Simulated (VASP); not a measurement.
# PbO (P4/nmm) in VASP: single point with PBE

Aim: the single point of PbO with PBE.

Everything below comes from runs of VASP 6.6.1. Logs are shortened: lines on timing, memory, paths and dates and some standing lists are left out, and cuts for length are marked.

### 1 The cell of the first run

It takes space group P4/nmm (No. 129, tetragonal). Conventional cell: a = 4.043 Å, b = 4.043 Å, c = 5.076 Å, α = 90.00°, β = 90.00°, γ = 90.00°. Within 3.1 Å of Pb (site symmetry 4mm) lie 4 O at 2.36 Å. Within 3.1 Å of O (site symmetry -4m2) lie 4 Pb at 2.36 Å and 4 O at 2.86 Å.

### 2 Single point, PBE, non-collinear spin, zero start, spin-orbit coupling

INCAR reads:

```
SYSTEM = PbO
PREC = Accurate
ENCUT = 600
EDIFF = 1E-6
ISMEAR = -1
SIGMA = 0.05
LREAL = .FALSE.
LASPH = .TRUE.
NELM = 200
ALGO = Normal
ISIF = 2
LWAVE = .FALSE.
LCHARG = .FALSE.
MAGMOM = 0 0 0 0 0 0 0 0 0 0 0 0
LORBIT = 11
LSORBIT = .TRUE.
GGA_COMPAT = .FALSE.
LORBMOM = .TRUE.
GGA = PE
NBANDS = 54
```

KPOINTS reads:

```
regular mesh
0
G
  7 7 6
  0 0 0
```

POSCAR reads:

```
PbO
1.0
    4.0425060212      0.0000000000      0.0000000000
    0.0000000000      4.0425060212      0.0000000000
    0.0000000000      0.0000000000      5.0759286131
Pb O
2 2
Direct
    0.5000000000      0.0000000000      0.7600000000
    0.0000000000      0.5000000000      0.2400000000
    0.5000000000      0.5000000000      0.0000000000
    0.0000000000      0.0000000000      0.0000000000
```

Potentials or basis: VASP PAW PBE potentials, release 64 (Pb_d, O).

Run with:

```sh
cat potpaw_PBE.64/Pb_d/POTCAR potpaw_PBE.64/O/POTCAR > POTCAR
mpirun -np 1 vasp_ncl > vasp.out
```

OUTCAR:

```text
SYSTEM = PbO
   PREC = Accurate
   ENCUT = 600
   EDIFF = 1E-6
   ISMEAR = -1
   LREAL = .FALSE.
   LASPH = .TRUE.
   NELM = 200
   ISIF = 2
   LORBIT = 11
   LSORBIT = .TRUE.
   GGA = PE

 ion  position               nearest neighbor table
   1  0.500  0.000  0.760-   3 2.36   4 2.36   3 2.36   4 2.36   2 3.76   2 3.76   2 3.76   2 3.76
                             2 3.89   2 3.89   2 3.89   2 3.89
   2  0.000  0.500  0.240-   3 2.36   4 2.36   4 2.36   3 2.36   1 3.76   1 3.76   1 3.76   1 3.76
                             1 3.89   1 3.89   1 3.89   1 3.89
   3  0.500  0.500  0.000-   1 2.36   2 2.36   1 2.36   2 2.36
   4  0.000  0.000  0.000-   1 2.36   2 2.36   2 2.36   1 2.36

  LATTYP: Found a simple tetragonal cell.
 ALAT       =     4.0425060212
 C/A-ratio  =     1.2556390977

  Lattice vectors:

 A1 = (   4.0425060212,   0.0000000000,   0.0000000000)
 A2 = (   0.0000000000,   4.0425060212,   0.0000000000)
 A3 = (   0.0000000000,   0.0000000000,   5.0759286131)

Analysis of symmetry for initial positions (statically):
=====================================================================
 Subroutine PRICEL returns:
 Original cell was already a primitive cell.

 Routine SETGRP: Setting up the symmetry group for a
 simple tetragonal supercell.

 Subroutine GETGRP returns: Found 16 space group operations
 (whereof  8 operations were pure point group operations)
 out of a pool of 16 trial point group operations.

The static configuration has the point symmetry D_2d.
 The point group associated with its full space group is D_4h.

Analysis of symmetry for dynamics (positions and initial velocities):
=====================================================================
 Subroutine PRICEL returns:
 Original cell was already a primitive cell.

 Routine SETGRP: Setting up the symmetry group for a
 simple tetragonal supercell.

 Subroutine GETGRP returns: Found 16 space group operations
 (whereof  8 operations were pure point group operations)
 out of a pool of 16 trial point group operations.

The dynamic configuration has the point symmetry D_2d.
 The point group associated with its full space group is D_4h.

Analysis of structural, dynamic, and magnetic symmetry:
=====================================================================
 Subroutine PRICEL returns:
 Original cell was already a primitive cell.

 Routine SETGRP: Setting up the symmetry group for a
 simple tetragonal supercell.

 Subroutine GETGRP returns: Found 16 space group operations
 (whereof  8 operations were pure point group operations)
 out of a pool of 16 trial point group operations.

The overall configuration has the point symmetry D_2d.
 The point group associated with its full space group is D_4h.

 Subroutine INISYM returns: Found 16 space group operations
 (whereof  8 operations are pure point group operations),
 and found     1 'primitive' translations
[... 1510 lines left out ...]
  free  energy   TOTEN  =       -22.2237005584 eV

  energy  without entropy=      -22.2237005219  energy(sigma->0) =      -22.22370054

 orbital moment (x)

 # of ion     p       d       tot
 ----------------------------------------
  1         0.000   0.000   0.000
  2         0.000  -0.000  -0.000
  3         0.000   0.000   0.000
  4         0.000   0.000   0.000
 ----------------------------------------
            0.000   0.000   0.000

 orbital moment (y)

 # of ion     p       d       tot
 ----------------------------------------
  1        -0.000  -0.000  -0.000
  2         0.000   0.000   0.000
  3         0.000   0.000   0.000
  4        -0.000   0.000  -0.000
 ----------------------------------------
            0.000  -0.000   0.000

 orbital moment (z)

 # of ion     p       d       tot
 ----------------------------------------
  1         0.000   0.000   0.000
  2         0.000  -0.000  -0.000
  3         0.000   0.000   0.000
  4         0.000   0.000   0.000
 ----------------------------------------
            0.000  -0.000  -0.000

 Spin-Orbit-Coupling matrix elements

 Ion:    1  E_soc:     -0.7769774
 l=   1
     0.0000000    -0.0666567    -0.0561998
    -0.0666567     0.0000000    -0.0666567
    -0.0561998    -0.0666567     0.0000000
 l=   2
     0.0000000    -0.0133524     0.0000000    -0.0133524    -0.0524473
    -0.0133524     0.0000000    -0.0403233    -0.0129352    -0.0131208
     0.0000000    -0.0403233     0.0000000    -0.0403233     0.0000000
    -0.0133524    -0.0129352    -0.0403233     0.0000000    -0.0131208
    -0.0524473    -0.0131208     0.0000000    -0.0131208     0.0000000
 l=   3
     0.0000000     0.0000000     0.0000000     0.0000000     0.0000000     0.0000000     0.0000000
     0.0000000     0.0000000     0.0000000     0.0000000     0.0000000     0.0000000     0.0000000
     0.0000000     0.0000000     0.0000000     0.0000000     0.0000000     0.0000000     0.0000000
     0.0000000     0.0000000     0.0000000     0.0000000     0.0000000     0.0000000     0.0000000
[... 49 lines left out ...]
 l=   2
     0.0000000     0.0000000     0.0000000     0.0000000     0.0000000
     0.0000000     0.0000000     0.0000000     0.0000000     0.0000000
     0.0000000     0.0000000     0.0000000     0.0000000     0.0000000
     0.0000000     0.0000000     0.0000000     0.0000000     0.0000000
     0.0000000     0.0000000     0.0000000     0.0000000     0.0000000
 l=   3
     0.0000000     0.0000000     0.0000000     0.0000000     0.0000000     0.0000000     0.0000000
     0.0000000     0.0000000     0.0000000     0.0000000     0.0000000     0.0000000     0.0000000
     0.0000000     0.0000000     0.0000000     0.0000000     0.0000000     0.0000000     0.0000000
     0.0000000     0.0000000     0.0000000     0.0000000     0.0000000     0.0000000     0.0000000
     0.0000000     0.0000000     0.0000000     0.0000000     0.0000000     0.0000000     0.0000000
     0.0000000     0.0000000     0.0000000     0.0000000     0.0000000     0.0000000     0.0000000
     0.0000000     0.0000000     0.0000000     0.0000000     0.0000000     0.0000000     0.0000000

 total charge

# of ion       s       p       d       tot
------------------------------------------
    1        1.377   0.611   9.871  11.859
    2        1.377   0.611   9.871  11.859
    3        1.576   3.363   0.000   4.939
    4        1.576   3.363   0.000   4.939
--------------------------------------------------
tot          5.906   7.947  19.742  33.596

 magnetization (x)

# of ion       s       p       d       tot
------------------------------------------
    1        0.000   0.000   0.000   0.000
    2        0.000   0.000   0.000   0.000
    3        0.000   0.000   0.000   0.000
    4       -0.000   0.000   0.000   0.000
--------------------------------------------------
tot          0.000   0.000   0.000   0.000

 magnetization (y)

# of ion       s       p       d       tot
------------------------------------------
    1        0.000   0.000   0.000   0.000
    2       -0.000   0.000   0.000  -0.000
    3        0.000   0.000   0.000   0.000
    4        0.000   0.000   0.000   0.000
--------------------------------------------------
tot          0.000   0.000   0.000   0.000

 magnetization (z)

# of ion       s       p       d       tot
------------------------------------------
    1        0.000   0.000   0.000   0.000
    2        0.000   0.000   0.000   0.000
    3        0.000   0.000   0.000   0.000
    4        0.000   0.000   0.000   0.000
--------------------------------------------------
tot          0.000   0.000   0.000   0.000
```

It took 8.6 min on 1 thread of AMD EPYC 9755, shared host; peak memory 0.52 GiB.

Results:

| Item | Value |
| --- | --- |
| Free energy | -22.2237 eV |
| Pressure | -0.3 GPa |
| Largest force | 0.428 eV/Å |
| Net moment | 0.00 μB per cell |
| Valence electrons inside the program's atomic spheres | Pb 11.86; O 4.94 |

Forces in eV/Å, atoms in the order of the input:
```
Pb   0.000  0.000  0.428
Pb   0.000  0.000 -0.428
O    0.000  0.000  0.000
O    0.000  0.000  0.000
```

Stress tensor (GPa, compression positive):
```
-0.12  0.00  0.00
 0.00 -0.12  0.00
 0.00  0.00 -0.52
```

Moments on the atoms (μB; x, y, z):
```
Pb  0.00 0.00 0.00
Pb  0.00 0.00 0.00
O   0.00 0.00 0.00
O   0.00 0.00 0.00
```
